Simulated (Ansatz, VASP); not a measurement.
## One calculation of La, two programs

Contents of INCAR:

```
ALGO     = Fast           # electronic algorithm
EDIFF    = 1E-6           # SCF threshold, eV
ENCUT    = 520            # plane-wave cutoff, eV
GGA      = PE             # functional
ISIF     = 2              # what is computed and relaxed
ISMEAR   = -1             # smearing method
LASPH    = T              # aspherical terms in the spheres
LCHARG   = F              # write CHGCAR
LREAL    = F              # projectors in reciprocal space
LWAVE    = F              # write WAVECAR
NBANDS   = 18             # bands
NELM     = 80             # most SCF steps
PREC     = Accurate       # precision mode
SIGMA    = 0.05           # smearing width, eV
```

The input KPOINTS:

```
k-points
0
Gamma
  7 7 4
```

POSCAR

```
La
1.0
    3.7500000000      0.0000000000      0.0000000000
   -1.8750000000      3.2475952642      0.0000000000
    0.0000000000      0.0000000000      6.0700000000
La
2
Direct
    0.6666666667      0.3333333333      0.7500000000
    0.3333333333      0.6666666667      0.2500000000
```

input.yaml

```yaml
crystal:
  lattice:
    - [3.75, 0.0, 0.0]
    - [-1.875, 3.2475952642, 0.0]
    - [0.0, 0.0, 6.07]
  atoms:
    - { symbol: La, position: [0.6666666667, 0.3333333333, 0.75] }
    - { symbol: La, position: [0.3333333333, 0.6666666667, 0.25] }
hamiltonian:
  xc: pbe
  pseudopotentials: { kind: paw }
kpoints:
  mp_grid: { grid: [7, 7, 4] }
  band_path:
    path:
      - [[0.0, 0.0, 0.0], [0.5, 0.0, 0.0], [0.3333333333, 0.3333333333, 0.0], [0.0, 0.0, 0.0], [0.0, 0.0, 0.5], [0.5, 0.0, 0.5], [0.3333333333, 0.3333333333, 0.5], [0.0, 0.0, 0.5]]
      - [[0.5, 0.0, 0.5], [0.5, 0.0, 0.0]]
      - [[0.3333333333, 0.3333333333, 0.0], [0.3333333333, 0.3333333333, 0.5]]
    npoints: 14
scf:
  occupations: { method: fermi_dirac, width: 0.05 }
  n_extra_bands: 6
output:
  forces: true
  stress: true
  eigenvalues: true
  fatbands: false
```

Alike in both runs: functional PBE; k mesh 7 × 7 × 4; occupations fermi-dirac, width 0.05 eV; no spin polarisation.

|  | VASP | Ansatz |
| --- | --- | --- |
| version | VASP 6.6.1 | Ansatz 0.2.0 |
| potentials or method | VASP PAW PBE potentials, release 64 (La) | Ansatz PAW |
| plane-wave cutoff (eV) | 520 | 420 |
| valence electrons in the cell | 22 | 22 |
| task | single point | band structure |

```tsv
	VASP	Ansatz	Ansatz less VASP
gap on the k mesh at the Fermi level (eV)	none	none	-
pressure (GPa)	0.7	0.7	-0.09
traceless stress, the component that is largest in VASP (GPa)	0.62	0.64	+0.025
```

A gap of «none» marks a metal or a gap that the smearing closes. With one functional, cell and mesh, what is left measures potentials, basis and numerics.

Spin-orbit coupling is off throughout.
